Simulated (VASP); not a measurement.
# Li2ScCuCl6 (Fm-3m) in VASP: further runs

Runs on Li2ScCuCl6. Level: PBE. Tasks: single point.

Program: VASP 6.6.1. These are calculated values, not measurements. Logs are shortened: lines on timing, memory, paths and dates and some standing lists are left out, and cuts for length are marked.

## (1) The cell of the first run

It takes space group Fm-3m (No. 225, cubic). The conventional cell has a = 9.907 Å, b = 9.907 Å, c = 9.907 Å, α = 90.00°, β = 90.00°, γ = 90.00°. Within 4.6 Å of Li (site symmetry -43m) lie 12 Cl at 3.50 Å and 4 Sc at 4.29 Å and 4 Cu at 4.29 Å. Sc (site symmetry m-3m) has 6 Cl at 2.48 Å within 3.3 Å. Within 3.3 Å of Cu (site symmetry m-3m) lie 6 Cl at 2.48 Å. Cl (site symmetry 4mm) has 1 Cu at 2.48 Å and 1 Sc at 2.48 Å within 3.3 Å.

## (2) Single point, PBE

File INCAR:

```
SYSTEM = Li2ScCuCl6
PREC     = Accurate       ! precision mode
ENCUT    = 520            ! plane-wave cutoff, eV
EDIFF    = 1E-6           ! SCF threshold, eV
ISMEAR   = -1             ! smearing method
SIGMA    = 0.01           ! smearing width, eV
LREAL    = .False.        ! projectors in reciprocal space
LASPH    = .True.         ! aspherical terms in the spheres
NELM     = 80             ! most SCF steps
ALGO     = Normal         ! electronic algorithm
ISIF     = 2              ! what is computed and relaxed
LWAVE    = .False.        ! write WAVECAR
LCHARG   = .True.         ! write CHGCAR
GGA      = PE             ! functional
LELF     = .True.         ! ELF
LVHAR    = .True.       
NBANDS   = 46             ! bands
```

File KPOINTS:

```
Automatic mesh
0
Gamma
  3 3 3
  0 0 0
```

File POSCAR:

```
Li2ScCuCl6
1.0
    7.0050830000      0.0000000000      0.0000000000
    3.5025415000      6.0665798336      0.0000000000
    3.5025415000      2.0221932779      5.7196263186
Li Sc Cu Cl
2 1 1 6
Direct
    0.7500000000      0.7500000000      0.7500000000
    0.2500000000      0.2500000000      0.2500000000
    0.0000000000      0.0000000000      0.0000000000
    0.5000000000      0.5000000000      0.5000000000
    0.7499300000      0.2500700000      0.2500700000
    0.2500700000      0.2500700000      0.7499300000
    0.2500700000      0.7499300000      0.7499300000
    0.2500700000      0.7499300000      0.2500700000
    0.7499300000      0.2500700000      0.7499300000
    0.7499300000      0.7499300000      0.2500700000
```

Potentials or basis: VASP PAW PBE potentials, release 64 (Li_sv, Sc_sv, Cu, Cl).

Command:

```bash
$ cat potpaw_PBE.64/Li_sv/POTCAR potpaw_PBE.64/Sc_sv/POTCAR potpaw_PBE.64/Cu/POTCAR potpaw_PBE.64/Cl/POTCAR > POTCAR
$ mpirun -np 1 vasp_std > vasp.out
```

OUTCAR:

```text
SYSTEM = Li2ScCuCl6
   PREC = Accurate
   ENCUT = 520
   EDIFF = 1E-6
   ISMEAR = -1
   LREAL = .False.
   LASPH = .True.
   NELM = 80
   ISIF = 2
   GGA = PE

 ion  position               nearest neighbor table
   1  0.750  0.750  0.750-
   2  0.250  0.250  0.250-
   3  0.000  0.000  0.000-   6 2.48   8 2.48   9 2.48  10 2.48   7 2.48   5 2.48
   4  0.500  0.500  0.500-   6 2.48   8 2.48   9 2.48  10 2.48   7 2.48   5 2.48
   5  0.750  0.250  0.250-   4 2.48   3 2.48
   6  0.250  0.250  0.750-   4 2.48   3 2.48
   7  0.250  0.750  0.750-   4 2.48   3 2.48
   8  0.250  0.750  0.250-   4 2.48   3 2.48
   9  0.750  0.250  0.750-   4 2.48   3 2.48
  10  0.750  0.750  0.250-   4 2.48   3 2.48

  LATTYP: Found a face centered cubic cell.
 ALAT       =     9.9066833841

  Lattice vectors:

 A1 = (   7.0050830000,   0.0000000000,   0.0000000000)
 A2 = (   3.5025415000,   6.0665798336,   0.0000000000)
 A3 = (   3.5025415000,   2.0221932779,   5.7196263186)

Analysis of symmetry for initial positions (statically):
=====================================================================
 Subroutine PRICEL returns:
 Original cell was already a primitive cell.

 Routine SETGRP: Setting up the symmetry group for a
 face centered cubic supercell.

 Subroutine GETGRP returns: Found 48 space group operations
 (whereof 48 operations were pure point group operations)
 out of a pool of 48 trial point group operations.

The static configuration has the point symmetry O_h .

Analysis of symmetry for dynamics (positions and initial velocities):
=====================================================================
 Subroutine PRICEL returns:
 Original cell was already a primitive cell.

 Routine SETGRP: Setting up the symmetry group for a
 face centered cubic supercell.

 Subroutine GETGRP returns: Found 48 space group operations
 (whereof 48 operations were pure point group operations)
 out of a pool of 48 trial point group operations.

The dynamic configuration has the point symmetry O_h .

 Subroutine INISYM returns: Found 48 space group operations
 (whereof 48 operations are pure point group operations),
 and found     1 'primitive' translations

----------------------------------------------------------------------------------------

                                     Primitive cell

  volume of cell :     243.0664

  direct lattice vectors                    reciprocal lattice vectors
     7.005083000  0.000000000  0.000000000     0.142753483 -0.082418762 -0.058278866
     3.502541500  6.066579834  0.000000000     0.000000000  0.164837524 -0.058278866
     3.502541500  2.022193278  5.719626319     0.000000000  0.000000000  0.174836597

  length of vectors
     7.005083000  7.005083000  7.005083000     0.174836597  0.174836597  0.174836597

  position of ions in fractional coordinates (direct lattice)
     0.750000000  0.750000000  0.750000000
     0.250000000  0.250000000  0.250000000
     0.000000000  0.000000000  0.000000000
     0.500000000  0.500000000  0.500000000
     0.749930000  0.250070000  0.250070000
     0.250070000  0.250070000  0.749930000
     0.250070000  0.749930000  0.749930000
     0.250070000  0.749930000  0.250070000
     0.749930000  0.250070000  0.749930000
     0.749930000  0.749930000  0.250070000

  ion indices of the primitive-cell ions
   primitive index   ion index
                 1           1
                 2           2
                 3           3
                 4           4
                 5           5
                 6           6
                 7           7
                 8           8
                 9           9
                10          10

----------------------------------------------------------------------------------------

 KPOINTS: Automatic mesh

Automatic generation of k-mesh.
 Grid dimensions read from file:
 generate k-points for:    3    3    3

 Generating k-lattice:

  Cartesian coordinates                     Fractional coordinates (reciprocal lattice)
     0.047584494 -0.027472921 -0.019426289     0.333333333 -0.000000000 -0.000000000
     0.000000000  0.054945841 -0.019426289     0.000000000  0.333333333  0.000000000
     0.000000000  0.000000000  0.058278866     0.000000000  0.000000000  0.333333333

  Length of vectors
     0.058278866  0.058278866  0.058278866

  Shift w.r.t. Gamma in fractional coordinates (k-lattice)
     0.000000000  0.000000000  0.000000000

 Subroutine IBZKPT returns following result:
 ===========================================

 Found      4 irreducible k-points:

 Following reciprocal coordinates:
            Coordinates               Weight
  0.000000  0.000000  0.000000      1.000000
  0.333333 -0.000000  0.000000      8.000000
  0.333333  0.333333  0.000000      6.000000
 -0.333333  0.333333 -0.000000     12.000000
   k-points           NKPTS =      4   k-points in BZ     NKDIM =      4   number of bands    NBANDS=     46
   number of dos      NEDOS =    301   number of ions     NIONS =     10
   total plane-waves  NPLWV = 157464
   dimension x,y,z NGX =    54 NGY =   54 NGZ =   54
   dimension x,y,z NGXF=   108 NGYF=  108 NGZF=  108
   ions per type =               2   1   1   6
   NGX,Y,Z   is equivalent  to a cutoff of  12.82, 12.82, 12.82 a.u.
   NGXF,Y,Z  is equivalent  to a cutoff of  25.63, 25.63, 25.63 a.u.
 SYSTEM =  Li2ScCuCl6
   PREC   = accura    normal or accurate (medium, high low for compatibility)
   ISTART =      0    job   : 0-new  1-cont  2-samecut
   ICHARG =      2    charge: 1-file 2-atom 10-const
   ISPIN  =      1    spin polarized calculation?
   LNONCOLLINEAR =      F non collinear calculations
   LSORBIT =      F    spin-orbit coupling
   LASPH  =      T    aspherical Exc in radial PAW
   ENCUT  =  520.0 eV  38.22 Ry    6.18 a.u.  13.02 13.02 13.02*2*pi/ulx,y,z
   NELM   =     80;   NELMIN=  2; NELMDL= -5     # of ELM steps
   EDIFF  = 0.1E-05   stopping-criterion for ELM
   LREAL  =      F    real-space projection
   EDIFFG = 0.1E-04   stopping-criterion for IOM
   NSW    =      0    number of steps for IOM
   IBRION =     -1    ionic relax: 0-MD 1-quasi-New 2-CG
   NFREE  =      0    steps in history (QN), initial steepest desc. (CG)
   ISIF   =      2    stress and relaxation
   ISYM   =      2    0-nonsym 1-usesym 2-fastsym
   POTIM  = 0.5000    time-step for ionic-motion
   TEBEG  =    0.0;   TEEND  =   0.0 temperature during run
   PSTRESS=    0.0 pullay stress
   NELECT =      70.0000    total number of electrons
   NUPDOWN=      -1.0000    fix difference up-down
   EMIN   =  10.00;   EMAX   =-10.00  energy-range for DOS
   EFERMI =   0.00;   METHOD = LEGACY
   ISMEAR =    -1;   SIGMA  =   0.01  broadening in eV -4-tet -1-fermi 0-gaus
   EFERMI_NEDOS =   21; number of points for ismear=-14 and -15
   IALGO  =     38    algorithm
   IMIX   =      4    mixing-type and parameters
     AMIX     =   0.40;   BMIX     =  1.00
     AMIX_MAG =   1.60;   BMIX_MAG =  1.00
  volume/ion in A,a.u.               =      24.31       164.03
  Fermi-wavevector in a.u.,A,eV,Ry     =   1.081100  2.042983 15.902181  1.168777
  Thomas-Fermi vector in A             =   2.217108
   LORBIT       =      0    0 simple, 1 ext, 2 COOP (PROOUT), +10 PAW based schemes
   GGA     = PE    functional components
   LHFCALC =     F    Hartree Fock is set to
   AEXX    =    0.0000 exact exchange contribution
   IVDW    =     0    specifies the selected vdW correction
   LEPSILON=     F    determine dielectric tensor
   LRPA    =     F    only Hartree local field effects (RPA)
 non-spin polarized calculation
  energy-cutoff  :      520.00
  volume of cell :      243.07
 maximum number of plane-waves:      6567
 NGX is ok and might be reduce to    54
   NGX = 27   NGY = 27   NGZ = 27

 number of electron      70.0000008 magnetization

 Free energy of the ion-electron system (eV)
  ---------------------------------------------------
  ext. energy  EPLUGINS =         0.00000000
  ---------------------------------------------------
  free energy    TOTEN  =       -38.72558402 eV

  energy without entropy =      -38.72558402  energy(sigma->0) =      -38.72558402

 E-fermi :   2.5091     XC(G=0):  -7.9808

 val. band max:        2.0990351265   @ k =   0.3333  -0.0000   0.0000
 cond. band min:       3.9976401651   @ k =   0.3333  -0.0000   0.0000
 fundamental gap:      1.8986050386
 Fermi energy:         2.5091034612

 k-point     1 :       0.0000    0.0000    0.0000
  band No.  band energies     occupation
      1     -48.0434      2.00000
      2     -46.4458      2.00000
      3     -46.4457      2.00000
      4     -26.6769      2.00000
      5     -26.6769      2.00000
      6     -26.6769      2.00000
[... 38 lines left out ...]
     45       8.1165      0.00000
     46       8.1183      0.00000

 k-point     2 :       0.3333   -0.0000    0.0000
  band No.  band energies     occupation
      1     -48.0434      2.00000
      2     -46.4458      2.00000
      3     -46.4457      2.00000
      4     -26.6769      2.00000
      5     -26.6769      2.00000
      6     -26.6769      2.00000
[... 38 lines left out ...]
     45       7.5150      0.00000
     46       7.9499      0.00000

 k-point     3 :       0.3333    0.3333    0.0000
  band No.  band energies     occupation
      1     -48.0434      2.00000
      2     -46.4457      2.00000
      3     -46.4457      2.00000
      4     -26.6769      2.00000
      5     -26.6769      2.00000
      6     -26.6769      2.00000
[... 38 lines left out ...]
     45       7.4068      0.00000
     46       7.4857      0.00000

 k-point     4 :      -0.3333    0.3333   -0.0000
  band No.  band energies     occupation
      1     -48.0434      2.00000
      2     -46.4458      2.00000
      3     -46.4457      2.00000
      4     -26.6769      2.00000
      5     -26.6769      2.00000
      6     -26.6769      2.00000
[... 38 lines left out ...]
     45       7.2320      0.00000
     46       7.3889      0.00000

------------------------ aborting loop because EDIFF is reached ----------------------------------------

  FORCE on cell =-STRESS in cart. coord.  units (eV):
  Direction    XX          YY          ZZ          XY          YZ          ZX
  --------------------------------------------------------------------------------------
  -------------------------------------------------------------------------------------
  Total        0.2302887      0.2302887      0.2302887      0.0000000      0.0000000     -0.0000000
  in kB        1.5179529      1.5179529      1.5179529      0.0000000      0.0000000     -0.0000000
  external PRESSURE =       1.5179529 kB  Pullay stress =       0.0000000 kB

 VOLUME and BASIS-vectors are now :
 -----------------------------------------------------------------------------
  energy-cutoff  :      520.00
  volume of cell :      243.07
      direct lattice vectors                 reciprocal lattice vectors
     7.005083000  0.000000000  0.000000000     0.142753483 -0.082418762 -0.058278866
     3.502541500  6.066579834  0.000000000     0.000000000  0.164837524 -0.058278866
     3.502541500  2.022193278  5.719626319     0.000000000  0.000000000  0.174836597

 POSITION                                       TOTAL-FORCE (eV/Angst)
 -----------------------------------------------------------------------------------
     10.50762      6.06658      4.28972        -0.000000     -0.000000      0.000000
      3.50254      2.02219      1.42991        -0.000000     -0.000000      0.000000
      0.00000      0.00000      0.00000        -0.000000     -0.000000      0.000000
      7.00508      4.04439      2.85981        -0.000000     -0.000000      0.000000
      7.00508      2.02276      1.43031        -0.000000      0.004244      0.003001
      5.25430      3.03357      4.28932         0.003675      0.002122     -0.003001
      7.00508      6.06601      4.28932        -0.000000     -0.004244     -0.003001
      5.25430      5.05520      1.43031         0.003675     -0.002122      0.003001
      8.75586      3.03357      4.28932        -0.003675      0.002122     -0.003001
      8.75586      5.05520      1.43031        -0.003675     -0.002122      0.003001
 -----------------------------------------------------------------------------------
    total drift:                               -0.000000     -0.000000     -0.000000

  FREE ENERGIE OF THE ION-ELECTRON SYSTEM (eV)
  ---------------------------------------------------
  free  energy   TOTEN  =       -38.7255840188 eV

  energy  without entropy=      -38.7255840188  energy(sigma->0) =      -38.72558402
```

Wall time 81 s (1 thread of Intel Xeon Platinum 8488C (Sapphire Rapids), shared host); peak memory 0.41 GiB.

Results:

| Property | Result |
| --- | --- |
| Free energy | -38.7256 eV |
| Largest force | 0.005 eV/Å |
| Band gap on the k mesh | 1.90 eV |

Forces in eV/Å, atoms in the order of the input:
```
Li   0.000  0.000  0.000
Li   0.000  0.000  0.000
Sc   0.000  0.000  0.000
Cu   0.000  0.000  0.000
Cl   0.000  0.004  0.003
Cl   0.004  0.002 -0.003
Cl   0.000 -0.004 -0.003
Cl   0.004 -0.002  0.003
Cl  -0.004  0.002 -0.003
Cl  -0.004 -0.002  0.003
```

Caveat: the cutoff is under 1.25 times the usual one of these potentials, so pressure, stress and relaxed cells hold a basis-set (Pulay) error; an odd mesh through Γ misses points on the zone boundary, where band edges can lie.

## (3) Single point, PBE

File INCAR:

```
ALGO     = Normal         # electronic algorithm
EDIFF    = 1E-6           # SCF threshold, eV
ENCUT    = 520            # plane-wave cutoff, eV
GGA      = PE             # functional
ISIF     = 2              # what is computed and relaxed
ISMEAR   = -1             # smearing method
LASPH    = True           # aspherical terms in the spheres
LCHARG   = False          # write CHGCAR
LREAL    = False          # projectors in reciprocal space
LWAVE    = False          # write WAVECAR
NBANDS   = 46             # bands
NELM     = 80             # most SCF steps
PREC     = Accurate       # precision mode
SIGMA    = 0.01           # smearing width, eV
```

File KPOINTS:

```
k-points
0
Gamma
  3 3 3
```

POSCAR is that of step 2.

Potentials or basis: VASP PAW PBE potentials, release 64 (Li_sv, Sc_sv, Cu, Cl).

Command:

```bash
$ cat potpaw_PBE.64/Li_sv/POTCAR potpaw_PBE.64/Sc_sv/POTCAR potpaw_PBE.64/Cu/POTCAR potpaw_PBE.64/Cl/POTCAR > POTCAR
$ mpirun -np 1 vasp_std > vasp.out
```

It took 75 s on 1 thread of Intel Xeon Platinum 8488C (Sapphire Rapids), shared host; peak memory 0.38 GiB.

The run converged. Its results:

```yaml
Free_energy: -38.7256 eV
Largest_force: 0.005 eV/Å
Band_gap_on_the_k_mesh: 1.90 eV
```

Forces on the atoms (eV/Å):
```
Li   0.000  0.000  0.000
Li   0.000  0.000  0.000
Sc   0.000  0.000  0.000
Cu   0.000  0.000  0.000
Cl   0.000  0.004  0.003
Cl   0.004  0.002 -0.003
Cl   0.000 -0.004 -0.003
Cl   0.004 -0.002  0.003
Cl  -0.004  0.002 -0.003
Cl  -0.004 -0.002  0.003
```

Levels at points of the mesh, in eV from the valence-band top:
```
           k point  band 33  band 34  band 35  band 36  band 37  band 38
(0.00, 0.00, 0.00)    -0.77    -0.23    -0.23     1.94     1.94     1.94
```

Caveat: the cutoff is under 1.25 times the usual one of these potentials, so pressure, stress and relaxed cells hold a basis-set (Pulay) error; an odd mesh through Γ misses points on the zone boundary, where band edges can lie.
